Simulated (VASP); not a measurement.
# Ni3GeC (Pm-3m) in VASP: a series of runs

The runs below take Ni3GeC through relaxation of cell and atoms, with LDA.

Program: VASP 6.6.1. These are calculated values, not measurements. Logs are shortened: lines on timing, memory, paths and dates and some standing lists are left out, and cuts for length are marked.

**1. The cell of the first run**

Symmetry: Pm-3m, No. 221, cubic system. Conventional cell: a = 3.809 Å, b = 3.809 Å, c = 3.809 Å, α = 90.00°, β = 90.00°, γ = 90.00°. Within 2.5 Å of Ni (site symmetry 4/mmm) lie 2 C at 1.90 Å. Within 3.6 Å of Ge (site symmetry m-3m) lie 12 Ni at 2.69 Å and 8 C at 3.30 Å. Within 2.5 Å of C (site symmetry m-3m) lie 6 Ni at 1.90 Å.

**2. Relaxation of cell and atoms, LDA, collinear spin, ferromagnetic start, target pressure 30 GPa, at which the enthalpy is minimised**

INCAR reads:

```
PREC     = Accurate       # precision mode
ENCUT    = 600            # plane-wave cutoff, eV
EDIFF    = 1E-6           # SCF threshold, eV
ISMEAR   = -1             # smearing method
SIGMA    = 0.1            # smearing width, eV
LREAL    = False          # projectors in reciprocal space
LASPH    = True           # aspherical terms in the spheres
NELM     = 150            # most SCF steps
ALGO     = Normal         # electronic algorithm
ISIF     = 3              # what is computed and relaxed
LWAVE    = False          # write WAVECAR
LCHARG   = False          # write CHGCAR
ISPIN    = 2              # spin polarisation
MAGMOM   = 1 1 1 0 0      # initial moments
LORBIT   = 11             # projections on sites
LMAXMIX  = 4              # l up to which the mixer works
GGA      = CA             # functional
IBRION   = 2              # ionic algorithm
NSW      = 80             # ionic steps
EDIFFG   = -0.02          # ionic threshold
PSTRESS  = 300.0
```

KPOINTS reads:

```
regular mesh
0
Gamma
  5 5 5
```

POSCAR reads:

```
Ni3GeC
1.0
    3.8087090000      0.0000000000      0.0000000000
    0.0000000000      3.8087090000      0.0000000000
    0.0000000000      0.0000000000      3.8087090000
Ni Ge C
3 1 1
Direct
    0.0000000000      0.5000000000      0.5000000000
    0.5000000000      0.5000000000      0.0000000000
    0.5000000000      0.0000000000      0.5000000000
    0.0000000000      0.0000000000      0.0000000000
    0.5000000000      0.5000000000      0.5000000000
```

Potentials or basis: VASP PAW LDA potentials, release 64 (Ni, Ge_d, C).

The run is started by

```
> cat potpaw_LDA.64/Ni/POTCAR potpaw_LDA.64/Ge_d/POTCAR potpaw_LDA.64/C/POTCAR > POTCAR
> mpirun -np 1 vasp_std > vasp.out
```

OUTCAR:

```text
PREC = Accurate
   ENCUT = 600
   EDIFF = 1E-6
   ISMEAR = -1
   LREAL = False
   LASPH = True
   NELM = 150
   ISIF = 3
   ISPIN = 2
   LORBIT = 11
   GGA = CA
   IBRION = 2
   NSW = 80
   EDIFFG = -0.02
   PSTRESS = 300.0

 ion  position               nearest neighbor table
   1  0.000  0.500  0.500-   5 1.90   5 1.90   4 2.69   2 2.69   2 2.69   4 2.69   3 2.69   4 2.69
                             4 2.69   2 2.69   3 2.69   3 2.69   2 2.69   3 2.69
   2  0.500  0.500  0.000-   5 1.90   5 1.90   4 2.69   1 2.69   1 2.69   3 2.69   3 2.69   3 2.69
                             4 2.69   3 2.69   1 2.69   4 2.69   1 2.69   4 2.69
   3  0.500  0.000  0.500-   5 1.90   5 1.90   4 2.69   1 2.69   2 2.69   4 2.69   1 2.69   2 2.69
                             2 2.69   2 2.69   1 2.69   4 2.69   4 2.69   1 2.69
   4  0.000  0.000  0.000-   1 2.69   2 2.69   3 2.69   1 2.69   3 2.69   1 2.69   2 2.69   1 2.69
                             2 2.69   3 2.69   3 2.69   2 2.69
   5  0.500  0.500  0.500-   1 1.90   2 1.90   3 1.90   2 1.90   3 1.90   1 1.90

  LATTYP: Found a simple cubic cell.
 ALAT       =     3.8087090000

  Lattice vectors:

 A1 = (   3.8087090000,   0.0000000000,   0.0000000000)
 A2 = (   0.0000000000,   3.8087090000,   0.0000000000)
 A3 = (   0.0000000000,   0.0000000000,   3.8087090000)

Analysis of symmetry for initial positions (statically):
=====================================================================
 Subroutine PRICEL returns:
 Original cell was already a primitive cell.

 Routine SETGRP: Setting up the symmetry group for a
 simple cubic supercell.

 Subroutine GETGRP returns: Found 48 space group operations
 (whereof 48 operations were pure point group operations)
 out of a pool of 48 trial point group operations.

The static configuration has the point symmetry O_h .

Analysis of symmetry for dynamics (positions and initial velocities):
=====================================================================
 Subroutine PRICEL returns:
 Original cell was already a primitive cell.

 Routine SETGRP: Setting up the symmetry group for a
 simple cubic supercell.

 Subroutine GETGRP returns: Found 48 space group operations
 (whereof 48 operations were pure point group operations)
 out of a pool of 48 trial point group operations.

The dynamic configuration has the point symmetry O_h .

Analysis of structural, dynamic, and magnetic symmetry:
=====================================================================
 Subroutine PRICEL returns:
 Original cell was already a primitive cell.

 Routine SETGRP: Setting up the symmetry group for a
 simple cubic supercell.

 Subroutine GETGRP returns: Found 48 space group operations
 (whereof 48 operations were pure point group operations)
 out of a pool of 48 trial point group operations.

The overall configuration has the point symmetry O_h .

 Subroutine INISYM returns: Found 48 space group operations
 (whereof 48 operations are pure point group operations),
 and found     1 'primitive' translations

----------------------------------------------------------------------------------------

                                     Primitive cell

  volume of cell :      55.2501

  direct lattice vectors                    reciprocal lattice vectors
     3.808709000  0.000000000  0.000000000     0.262556157  0.000000000  0.000000000
     0.000000000  3.808709000  0.000000000     0.000000000  0.262556157  0.000000000
     0.000000000  0.000000000  3.808709000     0.000000000  0.000000000  0.262556157

  length of vectors
     3.808709000  3.808709000  3.808709000     0.262556157  0.262556157  0.262556157

  position of ions in fractional coordinates (direct lattice)
     0.000000000  0.500000000  0.500000000
     0.500000000  0.500000000  0.000000000
     0.500000000  0.000000000  0.500000000
     0.000000000  0.000000000  0.000000000
     0.500000000  0.500000000  0.500000000

  ion indices of the primitive-cell ions
   primitive index   ion index
                 1           1
                 2           2
                 3           3
                 4           4
                 5           5

----------------------------------------------------------------------------------------

 KPOINTS: regular mesh

Automatic generation of k-mesh.
 Grid dimensions read from file:
 generate k-points for:    5    5    5

 Generating k-lattice:

  Cartesian coordinates                     Fractional coordinates (reciprocal lattice)
     0.052511231  0.000000000  0.000000000     0.200000000  0.000000000  0.000000000
     0.000000000  0.052511231  0.000000000     0.000000000  0.200000000  0.000000000
     0.000000000  0.000000000  0.052511231     0.000000000  0.000000000  0.200000000

  Length of vectors
     0.052511231  0.052511231  0.052511231

  Shift w.r.t. Gamma in fractional coordinates (k-lattice)
     0.000000000  0.000000000  0.000000000

 Subroutine IBZKPT returns following result:
 ===========================================

 Found     10 irreducible k-points:

 Following reciprocal coordinates:
            Coordinates               Weight
  0.000000  0.000000  0.000000      1.000000
  0.200000  0.000000  0.000000      6.000000
  0.400000  0.000000  0.000000      6.000000
  0.200000  0.200000  0.000000     12.000000
  0.400000  0.200000  0.000000     24.000000
  0.400000  0.400000  0.000000     12.000000
  0.200000  0.200000  0.200000      8.000000
  0.400000  0.200000  0.200000     24.000000
  0.400000  0.400000  0.200000     24.000000
  0.400000  0.400000  0.400000      8.000000
   k-points           NKPTS =     10   k-points in BZ     NKDIM =     10   number of bands    NBANDS=     30
   number of dos      NEDOS =    301   number of ions     NIONS =      5
   total plane-waves  NPLWV =  27000
   dimension x,y,z NGX =    30 NGY =   30 NGZ =   30
   dimension x,y,z NGXF=    60 NGYF=   60 NGZF=   60
   ions per type =               3   1   1
   NGX,Y,Z   is equivalent  to a cutoff of  13.09, 13.09, 13.09 a.u.
   NGXF,Y,Z  is equivalent  to a cutoff of  26.19, 26.19, 26.19 a.u.
 SYSTEM =  unknown system
   PREC   = accura    normal or accurate (medium, high low for compatibility)
   ISTART =      0    job   : 0-new  1-cont  2-samecut
   ICHARG =      2    charge: 1-file 2-atom 10-const
   ISPIN  =      2    spin polarized calculation?
   LNONCOLLINEAR =      F non collinear calculations
   LSORBIT =      F    spin-orbit coupling
   LASPH  =      T    aspherical Exc in radial PAW
   ENCUT  =  600.0 eV  44.10 Ry    6.64 a.u.   7.61  7.61  7.61*2*pi/ulx,y,z
   NELM   =    150;   NELMIN=  2; NELMDL= -5     # of ELM steps
   EDIFF  = 0.1E-05   stopping-criterion for ELM
   LREAL  =      F    real-space projection
   EDIFFG = -.2E-01   stopping-criterion for IOM
   NSW    =     80    number of steps for IOM
   IBRION =      2    ionic relax: 0-MD 1-quasi-New 2-CG
   NFREE  =      1    steps in history (QN), initial steepest desc. (CG)
   ISIF   =      3    stress and relaxation
   ISYM   =      2    0-nonsym 1-usesym 2-fastsym
   POTIM  = 0.5000    time-step for ionic-motion
   TEBEG  =    0.0;   TEEND  =   0.0 temperature during run
   PSTRESS=  300.0 pullay stress
   NELECT =      48.0000    total number of electrons
   NUPDOWN=      -1.0000    fix difference up-down
   EMIN   =  10.00;   EMAX   =-10.00  energy-range for DOS
   EFERMI =   0.00;   METHOD = LEGACY
   ISMEAR =    -1;   SIGMA  =   0.10  broadening in eV -4-tet -1-fermi 0-gaus
   EFERMI_NEDOS =   21; number of points for ismear=-14 and -15
   IALGO  =     38    algorithm
   IMIX   =      4    mixing-type and parameters
     AMIX     =   0.40;   BMIX     =  1.00
     AMIX_MAG =   1.60;   BMIX_MAG =  1.00
  volume/ion in A,a.u.               =      11.05        74.57
  Fermi-wavevector in a.u.,A,eV,Ry     =   1.562107  2.951954 33.200642  2.440178
  Thomas-Fermi vector in A             =   2.665074
   LORBIT       =     11    0 simple, 1 ext, 2 COOP (PROOUT), +10 PAW based schemes
   GGA     = CA    functional components
   LHFCALC =     F    Hartree Fock is set to
   AEXX    =    0.0000 exact exchange contribution
   IVDW    =     0    specifies the selected vdW correction
   LEPSILON=     F    determine dielectric tensor
   LRPA    =     F    only Hartree local field effects (RPA)
 conjugate gradient relaxation of ions
 spin polarized calculation
  energy-cutoff  :      600.00
  volume of cell :       55.25
 maximum number of plane-waves:      1861
   NGX = 15   NGY = 15   NGZ = 15

--------------------------------------- Ionic step        1  -------------------------------------------

 number of electron      47.9999991 magnetization      -0.0010955

 number of electron      47.9999991 magnetization       0.0015764

 Free energy of the ion-electron system (eV)
  ---------------------------------------------------
  ext. energy  EPLUGINS =         0.00000000
  ---------------------------------------------------
  free energy    TOTEN  =       -34.88013384 eV

  energy without entropy =      -34.75362875  energy(sigma->0) =      -34.81688129

 E-fermi :   8.9600     XC(G=0): -13.1285

 val. band max:        8.9470200341   @ k =   0.2000   0.2000   0.0000
 cond. band min:       9.1718597499   @ k =   0.4000   0.2000   0.2000
 fundamental gap:      0.2248397158
 Fermi energy:         8.9600074407

 spin component 1

 k-point     1 :       0.0000    0.0000    0.0000
  band No.  band energies     occupation
      1     -15.9320      1.00000
      2     -15.9320      1.00000
      3     -15.9290      1.00000
      4     -15.9290      1.00000
      5     -15.9290      1.00000
      6      -4.9802      1.00000
[... 821 lines left out ...]
--------------------------------------- Ionic step        5  -------------------------------------------

 number of electron      48.0000047 magnetization       0.0000014

 number of electron      48.0000047 magnetization      -0.0000022

 Free energy of the ion-electron system (eV)
  ---------------------------------------------------
  ext. energy  EPLUGINS =         0.00000000
  ---------------------------------------------------
  free energy    TOTEN  =       -34.55856924 eV

  energy without entropy =      -34.43309272  energy(sigma->0) =      -34.49583098

 E-fermi :  11.7168     XC(G=0): -14.0879

 val. band max:       11.7051866738   @ k =   0.4000   0.2000   0.0000
 cond. band min:      11.7718083878   @ k =   0.4000   0.2000   0.2000
 fundamental gap:      0.0666217140
 Fermi energy:        11.7167527405

 spin component 1

 k-point     1 :       0.0000    0.0000    0.0000
  band No.  band energies     occupation
      1     -13.6784      1.00000
      2     -13.6784      1.00000
      3     -13.6708      1.00000
      4     -13.6708      1.00000
      5     -13.6708      1.00000
      6      -3.9900      1.00000
[... 684 lines left out ...]
  FREE ENERGIE OF THE ION-ELECTRON SYSTEM (eV)
  ---------------------------------------------------
  free  energy   TOTEN  =       -34.5585692449 eV

  energy  without entropy=      -34.4330927173  energy(sigma->0) =      -34.49583098

  enthalpy is  TOTEN    =       -25.7905942523 eV   P V=        8.7679749926

 reached required accuracy - stopping structural energy minimisation

 total charge

# of ion       s       p       d       tot
------------------------------------------
    1        0.515   0.766   8.622   9.903
    2        0.515   0.766   8.622   9.903
    3        0.515   0.766   8.622   9.903
    4        1.139   1.190  10.104  12.433
    5        0.892   1.672   0.000   2.564
--------------------------------------------------
tot          3.576   5.159  35.969  44.704

 magnetization (x)

# of ion       s       p       d       tot
------------------------------------------
    1        0.000   0.000  -0.000   0.000
    2        0.000   0.000  -0.000   0.000
    3        0.000   0.000  -0.000   0.000
    4        0.000  -0.000   0.000   0.000
    5        0.000   0.000   0.000   0.000
--------------------------------------------------
tot          0.000   0.000  -0.000   0.000
```

Run time: 92 s. Hardware: 1 thread of Intel Xeon Platinum 8488C (Sapphire Rapids), shared host; peak memory 0.18 GiB.

Results:

```
Free energy                                                : -34.5586 eV
Relaxed volume                                             : 9.37 Å³/atom
Relaxed cell                                               : a = 3.604 Å, b = 3.604 Å, c = 3.604 Å, α = 90.00°, β = 90.00°, γ = 90.00°
Space group after relaxing (to 0.1 Å)                      : Pm-3m (No. 221)
Energy change on relaxing (the run minimises the enthalpy) : +64.3 meV/atom
Ionic steps                                                : 5
Pressure after relaxing                                    : 30.0 GPa
Band gap on the k mesh                                     : zero (filled and empty bands overlap)
Net moment                                                 : 0.00 μB per cell
Valence electrons inside the program's atomic spheres      : Ni 9.90; Ge 12.43; C 2.56
```

The path:
```
step  energy change (eV)  largest force (eV/Å)  pressure (GPa)  volume (Å³)
   1              0.0000                0.0000          -11.32        55.25
   2              7.3684                0.0000          207.10        35.45
   3              0.2125                0.0000           25.41        47.46
   4              0.2870                0.0000           28.60        47.02
   5              0.3216                0.0000           29.97        46.83
```

Final structure:
```
CELL_PARAMETERS angstrom
3.60437 0.00000 0.00000
0.00000 3.60437 0.00000
0.00000 0.00000 3.60437
ATOMIC_POSITIONS crystal
Ni 0.00000 0.50000 0.50000
Ni 0.50000 0.50000 0.00000
Ni 0.50000 0.00000 0.50000
Ge 0.00000 0.00000 0.00000
C 0.50000 0.50000 0.50000
```

Levels at points of the mesh, in eV from the Fermi level:
Spin up:
| k point | band 21 | band 22 | band 23 | band 24 | band 25 | band 26 | band 27 | band 28 |
| --- | --- | --- | --- | --- | --- | --- | --- | --- |
| (0.00, 0.00, 0.00) | -1.30 | -1.30 | -1.30 | -1.05 | 1.02 | 1.36 | 1.36 | 1.36 |
Spin down:
```tsv
k point	band 22	band 23	band 24	band 25	band 26	band 27
(0.00, 0.00, 0.00)	-1.30	-1.30	-1.05	1.02	1.36	1.36
```

Caveat: the cell is relaxed towards a set pressure, so the run minimises the enthalpy, not the energy; the volume moved by over 15 % at a fixed basis, so the end points are rough; the moments typed at the start vanished in this run.

**3. Relaxation of cell and atoms, LDA, collinear spin, ferromagnetic start, target pressure 40 GPa, at which the enthalpy is minimised**

INCAR reads:

```
PREC     = Accurate       # precision mode
ENCUT    = 600            # plane-wave cutoff, eV
EDIFF    = 1E-6           # SCF threshold, eV
ISMEAR   = -1             # smearing method
SIGMA    = 0.1            # smearing width, eV
LREAL    = F              # projectors in reciprocal space
LASPH    = T              # aspherical terms in the spheres
NELM     = 150            # most SCF steps
ALGO     = Normal         # electronic algorithm
ISIF     = 3              # what is computed and relaxed
LWAVE    = F              # write WAVECAR
LCHARG   = F              # write CHGCAR
ISPIN    = 2              # spin polarisation
MAGMOM   = 1 1 1 0 0      # initial moments
LORBIT   = 11             # projections on sites
LMAXMIX  = 4              # l up to which the mixer works
IBRION   = 2              # ionic algorithm
NSW      = 80             # ionic steps
EDIFFG   = -0.02          # ionic threshold
PSTRESS  = 400.0
```

KPOINTS reads:

```
Automatic mesh
0
Gamma
  5 5 5
```

POSCAR is that of step 2.

Potentials or basis: VASP PAW LDA potentials, release 64 (Ni, Ge_d, C).

The run is started by

```
> cat potpaw_LDA.64/Ni/POTCAR potpaw_LDA.64/Ge_d/POTCAR potpaw_LDA.64/C/POTCAR > POTCAR
> mpirun -np 1 vasp_std > vasp.out
```

It took 96 s on 1 thread of Intel Xeon Platinum 8488C (Sapphire Rapids), shared host; peak memory 0.18 GiB.

The run converged. Its results:

```yaml
Free_energy: -34.2904 eV
Relaxed_volume: 9.12 Å³/atom
Relaxed_cell: a = 3.573 Å, b = 3.573 Å, c = 3.573 Å, α = 90.00°, β = 90.00°, γ = 90.00°
Space_group_after_relaxing_to_0.1_Å: Pm-3m (No. 221)
Energy_change_on_relaxing_the_run_minimises_the_enthalpy: +118.0 meV/atom
Ionic_steps: 5
Pressure_after_relaxing: 40.0 GPa
Band_gap_on_the_k_mesh: zero (filled and empty bands overlap)
Net_moment: 0.00 μB per cell
Valence_electrons_inside_the_program's_atomic_spheres: Ni 9.98; Ge 12.47; C 2.59
```

The path:
```tsv
step	energy change (eV)	largest force (eV/Å)	pressure (GPa)	volume (Å³)
1	0.0000	0.0000	-11.32	55.25
2	14.1370	0.0000	355.44	31.51
3	0.3647	0.0000	31.78	46.60
4	0.4998	0.0000	36.85	45.97
5	0.5898	0.0000	39.96	45.60
```

Final structure:
```
CELL_PARAMETERS angstrom
3.57252 0.00000 0.00000
0.00000 3.57252 0.00000
0.00000 0.00000 3.57252
ATOMIC_POSITIONS crystal
Ni 0.00000 0.50000 0.50000
Ni 0.50000 0.50000 0.00000
Ni 0.50000 0.00000 0.50000
Ge 0.00000 0.00000 0.00000
C 0.50000 0.50000 0.50000
```

Levels at points of the mesh, in eV from the Fermi level:
Spin up:
```csv
k point,band 20,band 21,band 22,band 23,band 24,band 25,band 26,band 27,band 28,band 29
"(0.00, 0.00, 0.00)",-2.40,-1.37,-1.37,-1.37,-1.12,1.12,1.33,1.33,1.33,5.30
```
Spin down:
```csv
k point,band 21,band 22,band 23,band 24,band 25,band 26,band 27,band 28
"(0.00, 0.00, 0.00)",-1.37,-1.37,-1.37,-1.12,1.12,1.33,1.33,1.33
```

Caveat: the cell is relaxed towards a set pressure, so the run minimises the enthalpy, not the energy; the volume moved by over 15 % at a fixed basis, so the end points are rough; the moments typed at the start vanished in this run.

The gap in the log of VASP goes by the Fermi energy; the results here count the filled bands.